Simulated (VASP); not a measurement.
# Ti (C2) in VASP: notebook, part 2 of 2

VASP 6.6.1. Earlier steps stand in the parts before.

## 3. Single point, PBE (atoms displaced along several vibrational modes)

INCAR

```
SYSTEM = Ti
ALGO = Normal
EDIFF = 1E-6
ENCUT = 500
GGA = PE
GGA_COMPAT = .FALSE.
ISIF = 2
ISMEAR = 0
LASPH = .TRUE.
LCHARG = .FALSE.
LREAL = .FALSE.
LWAVE = .FALSE.
NBANDS = 25
NELM = 120
PREC = Accurate
SIGMA = 0.15
```

KPOINTS

```
k-points
0
G
  12 12 14
  0 0 0
```

POSCAR

```
Ti
1.0
    4.5790987804      0.0000000000      0.0000000000
   -2.2895493902      3.9656158702      0.0000000000
    0.0000000000      0.0000000000      2.8317615649
Ti
3
Direct
   -0.0329104060      0.0000000000      0.0000000000
    0.3497885363      0.6666666667      0.4491482610
    0.6831218697      0.3333333333      0.5508517390
```

Potentials or basis: VASP PAW PBE potentials, release 64 (Ti_sv).

Started as:

```bash
cat potpaw_PBE.64/Ti_sv/POTCAR > POTCAR
mpirun -np 1 vasp_std > vasp.out
```

OUTCAR:

```text
SYSTEM = Ti
   EDIFF = 1E-6
   ENCUT = 500
   GGA = PE
   ISIF = 2
   ISMEAR = 0
   LASPH = .TRUE.
   LREAL = .FALSE.
   NELM = 120
   PREC = Accurate

 ion  position               nearest neighbor table
   1  0.967  0.000  0.000-   3 2.76   2 2.76   3 2.90   2 2.90
   2  0.350  0.667  0.449-   3 2.66   3 2.66   3 2.66   1 2.76   1 2.90
   3  0.683  0.333  0.551-   2 2.66   2 2.66   2 2.66   1 2.76   1 2.90

  LATTYP: Found a hexagonal cell.
 ALAT       =     4.5790987804
 C/A-ratio  =     0.6184102376

  Lattice vectors:

 A1 = (   4.5790987804,   0.0000000000,   0.0000000000)
 A2 = (  -2.2895493902,   3.9656158702,   0.0000000000)
 A3 = (   0.0000000000,   0.0000000000,   2.8317615649)

Analysis of symmetry for initial positions (statically):
=====================================================================
 Subroutine PRICEL returns:
 Original cell was already a primitive cell.

 Routine SETGRP: Setting up the symmetry group for a
 hexagonal supercell.

 Subroutine GETGRP returns: Found  2 space group operations
 (whereof  2 operations were pure point group operations)
 out of a pool of 24 trial point group operations.

The static configuration has the point symmetry C_2 .

Analysis of symmetry for dynamics (positions and initial velocities):
=====================================================================
 Subroutine PRICEL returns:
 Original cell was already a primitive cell.

 Routine SETGRP: Setting up the symmetry group for a
 hexagonal supercell.

 Subroutine GETGRP returns: Found  2 space group operations
 (whereof  2 operations were pure point group operations)
 out of a pool of 24 trial point group operations.

The dynamic configuration has the point symmetry C_2 .

 Subroutine INISYM returns: Found  2 space group operations
 (whereof  2 operations are pure point group operations),
 and found     1 'primitive' translations

----------------------------------------------------------------------------------------

                                     Primitive cell

  volume of cell :      51.4218

  direct lattice vectors                    reciprocal lattice vectors
     4.579098780  0.000000000  0.000000000     0.218383583  0.126083821  0.000000000
    -2.289549390  3.965615870  0.000000000     0.000000000  0.252167641  0.000000000
     0.000000000  0.000000000  2.831761565     0.000000000  0.000000000  0.353137076

  length of vectors
     4.579098780  4.579098780  2.831761565     0.252167641  0.252167641  0.353137076

  position of ions in fractional coordinates (direct lattice)
     0.967089594  0.000000000  0.000000000
     0.349788536  0.666666667  0.449148261
     0.683121870  0.333333333  0.550851739

  ion indices of the primitive-cell ions
   primitive index   ion index
                 1           1
                 2           2
                 3           3

----------------------------------------------------------------------------------------

 KPOINTS: k-points

Automatic generation of k-mesh.
 Grid dimensions read from file:
 generate k-points for:   12   12   14

 Generating k-lattice:

  Cartesian coordinates                     Fractional coordinates (reciprocal lattice)
     0.018198632  0.010506985  0.000000000     0.083333333  0.000000000  0.000000000
     0.000000000  0.021013970  0.000000000     0.000000000  0.083333333  0.000000000
     0.000000000  0.000000000  0.025224077     0.000000000  0.000000000  0.071428571

  Length of vectors
     0.021013970  0.021013970  0.025224077

  Shift w.r.t. Gamma in fractional coordinates (k-lattice)
     0.000000000  0.000000000  0.000000000

 Subroutine IBZKPT returns following result:
 ===========================================

 Found    554 irreducible k-points:

 Following reciprocal coordinates:
            Coordinates               Weight
  0.000000  0.000000  0.000000      1.000000
  0.083333 -0.000000  0.000000      4.000000
  0.000000  0.083333  0.000000      2.000000
  0.166667  0.000000  0.000000      4.000000
  0.000000  0.166667  0.000000      2.000000
  0.250000 -0.000000  0.000000      4.000000
[... 16 lines left out ...]
 -0.083333  0.416667  0.000000      4.000000
 -0.416667  0.333333  0.000000      4.000000
 [... further k-points ...]
   k-points           NKPTS =    554   k-points in BZ     NKDIM =    554   number of bands    NBANDS=     25
   number of dos      NEDOS =    301   number of ions     NIONS =      3
   total plane-waves  NPLWV =  31104
   dimension x,y,z NGX =    36 NGY =   36 NGZ =   24
   dimension x,y,z NGXF=    72 NGYF=   72 NGZF=   48
   ions per type =               3
   NGX,Y,Z   is equivalent  to a cutoff of  13.07, 13.07, 14.09 a.u.
   NGXF,Y,Z  is equivalent  to a cutoff of  26.14, 26.14, 28.18 a.u.
 SYSTEM =  Ti
   PREC   = accura    normal or accurate (medium, high low for compatibility)
   ISTART =      0    job   : 0-new  1-cont  2-samecut
   ICHARG =      2    charge: 1-file 2-atom 10-const
   ISPIN  =      1    spin polarized calculation?
   LNONCOLLINEAR =      F non collinear calculations
   LSORBIT =      F    spin-orbit coupling
   LASPH  =      T    aspherical Exc in radial PAW
   ENCUT  =  500.0 eV  36.75 Ry    6.06 a.u.   8.35  8.35  5.16*2*pi/ulx,y,z
   NELM   =    120;   NELMIN=  2; NELMDL= -5     # of ELM steps
   EDIFF  = 0.1E-05   stopping-criterion for ELM
   LREAL  =      F    real-space projection
   EDIFFG = 0.1E-04   stopping-criterion for IOM
   NSW    =      0    number of steps for IOM
   IBRION =     -1    ionic relax: 0-MD 1-quasi-New 2-CG
   NFREE  =      0    steps in history (QN), initial steepest desc. (CG)
   ISIF   =      2    stress and relaxation
   ISYM   =      2    0-nonsym 1-usesym 2-fastsym
   POTIM  = 0.5000    time-step for ionic-motion
   TEBEG  =    0.0;   TEEND  =   0.0 temperature during run
   PSTRESS=    0.0 pullay stress
   NELECT =      36.0000    total number of electrons
   NUPDOWN=      -1.0000    fix difference up-down
   EMIN   =  10.00;   EMAX   =-10.00  energy-range for DOS
   EFERMI =   0.00;   METHOD = LEGACY
   ISMEAR =     0;   SIGMA  =   0.15  broadening in eV -4-tet -1-fermi 0-gaus
   EFERMI_NEDOS =   21; number of points for ismear=-14 and -15
   IALGO  =     38    algorithm
   IMIX   =      4    mixing-type and parameters
     AMIX     =   0.40;   BMIX     =  1.00
     AMIX_MAG =   1.60;   BMIX_MAG =  1.00
  volume/ion in A,a.u.               =      17.14       115.67
  Fermi-wavevector in a.u.,A,eV,Ry     =   1.453650  2.747000 28.750452  2.113099
  Thomas-Fermi vector in A             =   2.570892
   LORBIT       =      0    0 simple, 1 ext, 2 COOP (PROOUT), +10 PAW based schemes
   GGA     = PE    functional components
   LHFCALC =     F    Hartree Fock is set to
   AEXX    =    0.0000 exact exchange contribution
   IVDW    =     0    specifies the selected vdW correction
   LEPSILON=     F    determine dielectric tensor
   LRPA    =     F    only Hartree local field effects (RPA)
 non-spin polarized calculation
 Gauss-broadening in eV      SIGMA  =   0.15
  energy-cutoff  :      500.00
  volume of cell :       51.42
 maximum number of plane-waves:      1330
 NGX is ok and might be reduce to    36
   NGX = 17   NGY = 17   NGZ = 11

 number of electron      36.0000000 magnetization

 Free energy of the ion-electron system (eV)
  ---------------------------------------------------
  ext. energy  EPLUGINS =         0.00000000
  ---------------------------------------------------
  free energy    TOTEN  =       -23.39151847 eV

  energy without entropy =      -23.35589349  energy(sigma->0) =      -23.37370598

 E-fermi :   8.3111     XC(G=0): -11.5451

 val. band max:        8.3110120414   @ k =  -0.1667  -0.4167   0.1429
 cond. band min:       8.3126099474   @ k =   0.4167   0.0833   0.1429
 fundamental gap:      0.0015979061
 Fermi energy:         8.3111270563

 k-point     1 :       0.0000    0.0000    0.0000
  band No.  band energies     occupation
      1     -48.4400      2.00000
      2     -48.2490      2.00000
      3     -48.1119      2.00000
      4     -24.8336      2.00000
      5     -24.8272      2.00000
      6     -24.6592      2.00000
[... 17 lines left out ...]
     24      10.1357      0.00000
     25      10.6731      0.00000
[... 621 lines left out ...]
      3     -48.1561      2.00000
      4     -24.9466      2.00000
      5     -24.8079      2.00000
      6     -24.5860      2.00000
[... 17 lines left out ...]
     24      10.6343      0.00000
     25      10.8842      0.00000

 [... further k-points ...]
[... 5 lines left out ...]
  --------------------------------------------------------------------------------------
  -------------------------------------------------------------------------------------
  Total        0.6344114      0.2697783      0.3012233      0.0000000     -0.0524020      0.0000000
  in kB       19.7667026      8.4056308      9.3853800      0.0000000     -1.6327179      0.0000000
  external PRESSURE =      12.5192378 kB  Pullay stress =       0.0000000 kB

 VOLUME and BASIS-vectors are now :
 -----------------------------------------------------------------------------
  energy-cutoff  :      500.00
  volume of cell :       51.42
      direct lattice vectors                 reciprocal lattice vectors
     4.579098780  0.000000000  0.000000000     0.218383583  0.126083821  0.000000000
    -2.289549390  3.965615870  0.000000000     0.000000000  0.252167641  0.000000000
     0.000000000  0.000000000  2.831761565     0.000000000  0.000000000  0.353137076

 POSITION                                       TOTAL-FORCE (eV/Angst)
 -----------------------------------------------------------------------------------
      4.42840      0.00000      0.00000         0.813510      0.000000      0.000000
      0.07535      2.64374      1.27188        -0.406755     -0.144987      0.431918
      2.36490      1.32187      1.55988        -0.406755      0.144987     -0.431918
 -----------------------------------------------------------------------------------
    total drift:                                0.000458      0.000000     -0.000000

  FREE ENERGIE OF THE ION-ELECTRON SYSTEM (eV)
  ---------------------------------------------------
  free  energy   TOTEN  =       -23.3915184734 eV

  energy  without entropy=      -23.3558934851  energy(sigma->0) =      -23.37370598
```

OSZICAR:

```text
N       E                     dE             d eps       ncg     rms          rms(c)
DAV:   1     0.420883251760E+03    0.42088E+03   -0.17739E+04 27700   0.174E+03
DAV:   2     0.237045409774E+02   -0.39718E+03   -0.39035E+03 27957   0.512E+02
DAV:   3    -0.225822311018E+02   -0.46287E+02   -0.45247E+02 51507   0.147E+02
DAV:   4    -0.262606291969E+02   -0.36784E+01   -0.36561E+01 37561   0.385E+01
DAV:   5    -0.264685158247E+02   -0.20789E+00   -0.20782E+00 43604   0.803E+00    0.149E+01
DAV:   6    -0.233903493118E+02    0.30782E+01   -0.11796E+01 33321   0.315E+01    0.397E+00
DAV:   7    -0.235988629654E+02   -0.20851E+00   -0.32773E+00 47209   0.192E+01    0.526E+00
DAV:   8    -0.233662124141E+02    0.23265E+00   -0.21295E+00 42411   0.884E+00    0.233E+00
DAV:   9    -0.233957436405E+02   -0.29531E-01   -0.26542E-01 36932   0.570E+00    0.547E-01
DAV:  10    -0.233909786849E+02    0.47650E-02   -0.51966E-02 37093   0.208E+00    0.179E-01
DAV:  11    -0.233914437679E+02   -0.46508E-03   -0.39684E-03 44054   0.471E-01    0.963E-02
DAV:  12    -0.233915507701E+02   -0.10700E-03   -0.39543E-04 35257   0.158E-01    0.264E-02
DAV:  13    -0.233915192984E+02    0.31472E-04   -0.45354E-05 44493   0.577E-02    0.117E-02
DAV:  14    -0.233915184734E+02    0.82508E-06   -0.70446E-06 31392   0.254E-02
   1 F= -.23391518E+02 E0= -.23373706E+02  d E =-.356250E-01
```

Run time: 14 min. Hardware: 1 thread of Intel Xeon 8259CL, shared host; peak memory 0.58 GiB.

What came out:

```yaml
Free_energy: -23.3915 eV
Pressure: 1.3 GPa
Largest_force: 0.814 eV/Å
Band_gap_on_the_k_mesh: zero (bands 18 and 19 overlap by 0.29 eV)
```

Forces in eV/Å, atoms in the order of the input:
```
Ti   0.814  0.000  0.000
Ti  -0.407 -0.145  0.432
Ti  -0.407  0.145 -0.432
```

Caveat: the cell differs from its parent crystal (atoms displaced along several vibrational modes).
